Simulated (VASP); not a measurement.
# TePb (Fm-3m) in VASP: notebook

The runs below take TePb through single point, with r2SCAN.

All numbers are computed with VASP 6.6.1; they aren't measurements. Logs are shortened: lines on timing, memory, paths and dates and some standing lists are left out, and cuts for length are marked.

**1. The cell of the first run**

It takes space group Fm-3m (No. 225, cubic). The conventional cell has a = 6.131 Å, b = 6.131 Å, c = 6.131 Å, α = 90.00°, β = 90.00°, γ = 90.00°. Within 4.0 Å of Te (site symmetry m-3m) lie 6 Pb at 3.07 Å. Within 4.0 Å of Pb (site symmetry m-3m) lie 6 Te at 3.07 Å.

**2. Single point, r2SCAN (strain -0.050 along x and y, -0.050 along z)**

POSCAR reads:

```
TePb
1.0
    0.0000000000      3.0656500000      3.0656500000
    3.0656500000      0.0000000000      3.0656500000
    3.0656500000      3.0656500000      0.0000000000
Te Pb
1 1
Direct
    0.5000000000      0.5000000000      0.5000000000
    0.0000000000      0.0000000000      0.0000000000
```

INCAR.step1 reads:

```
SYSTEM = TePb
  PREC = Accurate
  ENCUT = 520
  ISMEAR = 0
  SIGMA = 0.05
  LREAL = .FALSE.
  LASPH = .TRUE.
  NELM = 100
  NBANDS = 17
  GGA = PE
  ALGO = Normal
  EDIFF = 1E-4
  LWAVE = .TRUE.
  LCHARG = .FALSE.
```

INCAR.step2 reads:

```
SYSTEM = TePb
  PREC = Accurate
  ENCUT = 520
  EDIFF = 1E-6
  ISMEAR = 0
  SIGMA = 0.05
  LREAL = .FALSE.
  LASPH = .TRUE.
  NELM = 100
  ALGO = Normal
  ISIF = 2
  LWAVE = .FALSE.
  LCHARG = .FALSE.
  METAGGA = R2SCAN
  LMIXTAU = .TRUE.
  NBANDS = 17
  ISTART = 1
```

KPOINTS reads:

```
regular mesh
0
G
  8 8 8
  0 0 0
```

Potentials or basis: VASP PAW PBE potentials, release 64 (Te, Pb_d).

On the command line:

```bash
$ cat potpaw_PBE.64/Te/POTCAR potpaw_PBE.64/Pb_d/POTCAR > POTCAR
$ cp INCAR.step1 INCAR
$ mpirun -np 1 vasp_std > vasp.out
$ cp INCAR.step2 INCAR
$ mpirun -np 1 vasp_std > vasp.out
```

OUTCAR:

```text
SYSTEM = TePb
   PREC = Accurate
   ENCUT = 520
   EDIFF = 1E-6
   ISMEAR = 0
   LREAL = .FALSE.
   LASPH = .TRUE.
   NELM = 100
   ISIF = 2
   METAGGA = R2SCAN
   ISTART = 1

 ion  position               nearest neighbor table
   1  0.500  0.500  0.500-   2 3.07   2 3.07   2 3.07   2 3.07   2 3.07   2 3.07
   2  0.000  0.000  0.000-   1 3.07   1 3.07   1 3.07   1 3.07   1 3.07   1 3.07

  LATTYP: Found a face centered cubic cell.
 ALAT       =     6.1313000000

  Lattice vectors:

 A1 = (   0.0000000000,   3.0656500000,   3.0656500000)
 A2 = (   3.0656500000,   0.0000000000,   3.0656500000)
 A3 = (   3.0656500000,   3.0656500000,   0.0000000000)

Analysis of symmetry for initial positions (statically):
=====================================================================
 Subroutine PRICEL returns:
 Original cell was already a primitive cell.

 Routine SETGRP: Setting up the symmetry group for a
 face centered cubic supercell.

 Subroutine GETGRP returns: Found 48 space group operations
 (whereof 48 operations were pure point group operations)
 out of a pool of 48 trial point group operations.

The static configuration has the point symmetry O_h .

Analysis of symmetry for dynamics (positions and initial velocities):
=====================================================================
 Subroutine PRICEL returns:
 Original cell was already a primitive cell.

 Routine SETGRP: Setting up the symmetry group for a
 face centered cubic supercell.

 Subroutine GETGRP returns: Found 48 space group operations
 (whereof 48 operations were pure point group operations)
 out of a pool of 48 trial point group operations.

The dynamic configuration has the point symmetry O_h .

 Subroutine INISYM returns: Found 48 space group operations
 (whereof 48 operations are pure point group operations),
 and found     1 'primitive' translations

----------------------------------------------------------------------------------------

                                     Primitive cell

  volume of cell :      57.6232

  direct lattice vectors                    reciprocal lattice vectors
     0.000000000  3.065650000  3.065650000    -0.163097549  0.163097549  0.163097549
     3.065650000  0.000000000  3.065650000     0.163097549 -0.163097549  0.163097549
     3.065650000  3.065650000  0.000000000     0.163097549  0.163097549 -0.163097549

  length of vectors
     4.335483807  4.335483807  4.335483807     0.282493241  0.282493241  0.282493241

  position of ions in fractional coordinates (direct lattice)
     0.500000000  0.500000000  0.500000000
     0.000000000  0.000000000  0.000000000

  ion indices of the primitive-cell ions
   primitive index   ion index
                 1           1
                 2           2

----------------------------------------------------------------------------------------

 KPOINTS: regular mesh

Automatic generation of k-mesh.
 Grid dimensions read from file:
 generate k-points for:    8    8    8

 Generating k-lattice:

  Cartesian coordinates                     Fractional coordinates (reciprocal lattice)
    -0.020387194  0.020387194  0.020387194     0.125000000  0.000000000  0.000000000
     0.020387194 -0.020387194  0.020387194     0.000000000  0.125000000  0.000000000
     0.020387194  0.020387194 -0.020387194     0.000000000  0.000000000  0.125000000

  Length of vectors
     0.035311655  0.035311655  0.035311655

  Shift w.r.t. Gamma in fractional coordinates (k-lattice)
     0.000000000  0.000000000  0.000000000

 Subroutine IBZKPT returns following result:
 ===========================================

 Found     29 irreducible k-points:

 Following reciprocal coordinates:
            Coordinates               Weight
  0.000000  0.000000  0.000000      1.000000
  0.125000  0.000000  0.000000      8.000000
  0.250000  0.000000  0.000000      8.000000
  0.375000  0.000000  0.000000      8.000000
  0.500000  0.000000  0.000000      4.000000
  0.125000  0.125000  0.000000      6.000000
[... 16 lines left out ...]
  0.500000  0.250000  0.125000     48.000000
 -0.375000  0.250000  0.125000     24.000000
 [... further k-points ...]
   k-points           NKPTS =     29   k-points in BZ     NKDIM =     29   number of bands    NBANDS=     17
   number of dos      NEDOS =    301   number of ions     NIONS =      2
   total plane-waves  NPLWV =  32768
   dimension x,y,z NGX =    32 NGY =   32 NGZ =   32
   dimension x,y,z NGXF=    64 NGYF=   64 NGZF=   64
   ions per type =               1   1
   NGX,Y,Z   is equivalent  to a cutoff of  12.27, 12.27, 12.27 a.u.
   NGXF,Y,Z  is equivalent  to a cutoff of  24.54, 24.54, 24.54 a.u.
 SYSTEM =  TePb
   PREC   = accura    normal or accurate (medium, high low for compatibility)
   ISTART =      1    job   : 0-new  1-cont  2-samecut
   ICHARG =      0    charge: 1-file 2-atom 10-const
   ISPIN  =      1    spin polarized calculation?
   LNONCOLLINEAR =      F non collinear calculations
   LSORBIT =      F    spin-orbit coupling
   LASPH  =      T    aspherical Exc in radial PAW
   ENCUT  =  520.0 eV  38.22 Ry    6.18 a.u.   8.06  8.06  8.06*2*pi/ulx,y,z
   NELM   =    100;   NELMIN=  2; NELMDL=  0     # of ELM steps
   EDIFF  = 0.1E-05   stopping-criterion for ELM
   LREAL  =      F    real-space projection
   EDIFFG = 0.1E-04   stopping-criterion for IOM
   NSW    =      0    number of steps for IOM
   IBRION =     -1    ionic relax: 0-MD 1-quasi-New 2-CG
   NFREE  =      0    steps in history (QN), initial steepest desc. (CG)
   ISIF   =      2    stress and relaxation
   ISYM   =      2    0-nonsym 1-usesym 2-fastsym
   POTIM  = 0.5000    time-step for ionic-motion
   TEBEG  =    0.0;   TEEND  =   0.0 temperature during run
   PSTRESS=    0.0 pullay stress
   NELECT =      20.0000    total number of electrons
   NUPDOWN=      -1.0000    fix difference up-down
   EMIN   =  10.00;   EMAX   =-10.00  energy-range for DOS
   EFERMI =   0.00;   METHOD = LEGACY
   ISMEAR =     0;   SIGMA  =   0.05  broadening in eV -4-tet -1-fermi 0-gaus
   EFERMI_NEDOS =   21; number of points for ismear=-14 and -15
   IALGO  =     38    algorithm
   IMIX   =      4    mixing-type and parameters
     AMIX     =   0.40;   BMIX     =  1.00
     AMIX_MAG =   1.60;   BMIX_MAG =  1.00
  volume/ion in A,a.u.               =      28.81       194.43
  Fermi-wavevector in a.u.,A,eV,Ry     =   1.150497  2.174125 18.009270  1.323644
  Thomas-Fermi vector in A             =   2.287161
   LORBIT       =      0    0 simple, 1 ext, 2 COOP (PROOUT), +10 PAW based schemes
   METAGGA = R2SCAN    functional components
   LHFCALC =     F    Hartree Fock is set to
   AEXX    =    0.0000 exact exchange contribution
   IVDW    =     0    specifies the selected vdW correction
   LEPSILON=     F    determine dielectric tensor
   LRPA    =     F    only Hartree local field effects (RPA)
 non-spin polarized calculation
 Gauss-broadening in eV      SIGMA  =   0.05
  energy-cutoff  :      520.00
  volume of cell :       57.62
 maximum number of plane-waves:      1572
   NGX = 17   NGY = 17   NGZ = 17

 number of electron      19.9999998 magnetization

 Free energy of the ion-electron system (eV)
  ---------------------------------------------------
  ext. energy  EPLUGINS =         0.00000000
  ---------------------------------------------------
  free energy    TOTEN  =       -82.30883118 eV

  energy without entropy =      -82.30883118  energy(sigma->0) =      -82.30883118

 E-fermi :   8.1625     XC(G=0): -10.6026

 val. band max:        7.8879623507   @ k =   0.5000   0.0000   0.0000
 cond. band min:       8.4598246442   @ k =   0.5000   0.0000   0.0000
 fundamental gap:      0.5718622935
 Fermi energy:         8.1625235768

 k-point     1 :       0.0000    0.0000    0.0000
  band No.  band energies     occupation
      1      -9.9752      2.00000
      2      -9.9752      2.00000
      3      -9.9452      2.00000
      4      -9.9452      2.00000
      5      -9.9452      2.00000
      6      -6.2837      2.00000
[... 9 lines left out ...]
     16      13.5251      0.00000
     17      14.9669      0.00000

 k-point     2 :       0.1250    0.0000    0.0000
  band No.  band energies     occupation
      1      -9.9799      2.00000
      2      -9.9799      2.00000
      3      -9.9449      2.00000
      4      -9.9413      2.00000
      5      -9.9413      2.00000
      6      -6.1103      2.00000
[... 9 lines left out ...]
     16      13.8733      0.00000
     17      16.3320      0.00000

 k-point     3 :       0.2500    0.0000    0.0000
  band No.  band energies     occupation
      1      -9.9925      2.00000
      2      -9.9925      2.00000
      3      -9.9445      2.00000
      4      -9.9300      2.00000
      5      -9.9300      2.00000
      6      -5.6043      2.00000
[... 9 lines left out ...]
     16      14.7827      0.00000
     17      18.8806      0.00000

 k-point     4 :       0.3750    0.0000    0.0000
  band No.  band energies     occupation
      1     -10.0057      2.00000
      2     -10.0057      2.00000
      3      -9.9445      2.00000
      4      -9.9179      2.00000
      5      -9.9179      2.00000
      6      -4.8455      2.00000
[... 9 lines left out ...]
     16      16.1578      0.00000
     17      19.8460      0.00000

 k-point     5 :       0.5000    0.0000    0.0000
  band No.  band energies     occupation
      1     -10.0113      2.00000
      2     -10.0113      2.00000
      3      -9.9446      2.00000
      4      -9.9129      2.00000
      5      -9.9129      2.00000
      6      -4.3020      2.00000
[... 9 lines left out ...]
     16      17.3542      0.00000
     17      17.9255      0.00000

 k-point     6 :       0.1250    0.1250    0.0000
  band No.  band energies     occupation
      1      -9.9912      2.00000
      2      -9.9722      2.00000
      3      -9.9482      2.00000
      4      -9.9386      2.00000
      5      -9.9386      2.00000
      6      -6.0507      2.00000
[... 9 lines left out ...]
     16      14.5311      0.00000
     17      16.3559      0.00000

 k-point     7 :       0.2500    0.1250    0.0000
  band No.  band energies     occupation
      1     -10.0095      2.00000
      2      -9.9760      2.00000
      3      -9.9486      2.00000
      4      -9.9312      2.00000
      5      -9.9282      2.00000
      6      -5.6514      2.00000
[... 9 lines left out ...]
     16      15.4688      0.00000
     17      17.6197      0.00000

 k-point     8 :       0.3750    0.1250    0.0000
  band No.  band energies     occupation
      1     -10.0246      2.00000
      2      -9.9894      2.00000
      3      -9.9452      2.00000
      4      -9.9236      2.00000
      5      -9.9159      2.00000
      6      -4.9661      2.00000
[... 9 lines left out ...]
     16      16.7690      0.00000
     17      19.3259      0.00000
[... 203 lines left out ...]
      1     -10.1155      2.00000
      2      -9.9615      2.00000
      3      -9.9600      2.00000
      4      -9.9011      2.00000
      5      -9.8986      2.00000
      6      -3.9066      2.00000
[... 9 lines left out ...]
     16      18.5436      0.00000
     17      19.2393      0.00000

 k-point    20 :      -0.3750    0.3750    0.0000
  band No.  band energies     occupation
      1     -10.0944      2.00000
      2      -9.9768      2.00000
      3      -9.9485      2.00000
      4      -9.9097      2.00000
      5      -9.9020      2.00000
      6      -3.6805      2.00000
[... 9 lines left out ...]
     16      17.4685      0.00000
     17      19.7100      0.00000

 k-point    21 :       0.5000    0.5000    0.0000
  band No.  band energies     occupation
      1     -10.1338      2.00000
      2      -9.9654      2.00000
      3      -9.9539      2.00000
      4      -9.8951      2.00000
      5      -9.8951      2.00000
      6      -3.8009      2.00000
[... 9 lines left out ...]
     16      19.7456      0.00000
     17      19.8369      0.00000

 k-point    22 :       0.3750    0.2500    0.1250
  band No.  band energies     occupation
      1     -10.0313      2.00000
      2      -9.9798      2.00000
      3      -9.9484      2.00000
      4      -9.9220      2.00000
      5      -9.9207      2.00000
      6      -5.1569      2.00000
[... 9 lines left out ...]
     16      17.2115      0.00000
     17      17.2950      0.00000

 k-point    23 :       0.5000    0.2500    0.1250
  band No.  band energies     occupation
      1     -10.0456      2.00000
      2      -9.9909      2.00000
      3      -9.9420      2.00000
      4      -9.9205      2.00000
      5      -9.9115      2.00000
      6      -4.4432      2.00000
[... 9 lines left out ...]
     16      17.3068      0.00000
     17      18.7630      0.00000

 k-point    24 :      -0.3750    0.2500    0.1250
  band No.  band energies     occupation
      1     -10.0500      2.00000
      2      -9.9969      2.00000
      3      -9.9360      2.00000
      4      -9.9237      2.00000
      5      -9.9072      2.00000
      6      -3.9680      2.00000
[... 9 lines left out ...]
     16      18.1178      0.00000
     17      18.6882      0.00000

 [... further k-points ...]
[... 5 lines left out ...]
  --------------------------------------------------------------------------------------
  -------------------------------------------------------------------------------------
  Total        4.4556235      4.4556235      4.4556235      0.0000000     -0.0000000      0.0000000
  in kB      123.8857509    123.8857509    123.8857509      0.0000000     -0.0000000      0.0000000
  external PRESSURE =     123.8857509 kB  Pullay stress =       0.0000000 kB

 VOLUME and BASIS-vectors are now :
 -----------------------------------------------------------------------------
  energy-cutoff  :      520.00
  volume of cell :       57.62
      direct lattice vectors                 reciprocal lattice vectors
     0.000000000  3.065650000  3.065650000    -0.163097549  0.163097549  0.163097549
     3.065650000  0.000000000  3.065650000     0.163097549 -0.163097549  0.163097549
     3.065650000  3.065650000  0.000000000     0.163097549  0.163097549 -0.163097549

 POSITION                                       TOTAL-FORCE (eV/Angst)
 -----------------------------------------------------------------------------------
      3.06565      3.06565      3.06565        -0.000000      0.000000     -0.000000
      0.00000      0.00000      0.00000         0.000000     -0.000000      0.000000
 -----------------------------------------------------------------------------------
    total drift:                                0.000000     -0.000000     -0.000000

  FREE ENERGIE OF THE ION-ELECTRON SYSTEM (eV)
  ---------------------------------------------------
  free  energy   TOTEN  =       -82.3088311776 eV

  energy  without entropy=      -82.3088311776  energy(sigma->0) =      -82.30883118
```

It took 56 s on 1 thread of Intel Xeon Platinum 8259CL at 2.50GHz (Skylake/Cascade Lake), shared host; peak memory 0.2 GiB.

Results:

```yaml
Free_energy: -82.3088 eV
Pressure: 12.4 GPa
Band_gap_on_the_k_mesh: 0.57 eV, direct
```

Levels at points of the mesh, in eV from the valence-band top:
```tsv
k point	band 7	band 8	band 9	band 10	band 11	band 12	band 13	band 14
(0.00, 0.00, 0.00)	-5.25	-2.32	-2.32	-2.32	4.36	4.36	4.36	5.64
(0.50, 0.00, 0.00)	-10.07	-1.69	-1.69	0.00	0.57	0.80	0.80	9.06
(0.50, 0.50, 0.00)	-7.93	-6.23	-4.14	-4.14	2.71	6.31	6.31	8.07
```

Caveat: the cell differs from its parent crystal (strain -0.050 along x and y, -0.050 along z); the PAW data sets were made with another functional, which shifts forces and pressure a little; spin-orbit coupling is left out, which moves the levels of the heavy elements. A k mesh can miss the band edges.

(Continued in part 2 of 2.)
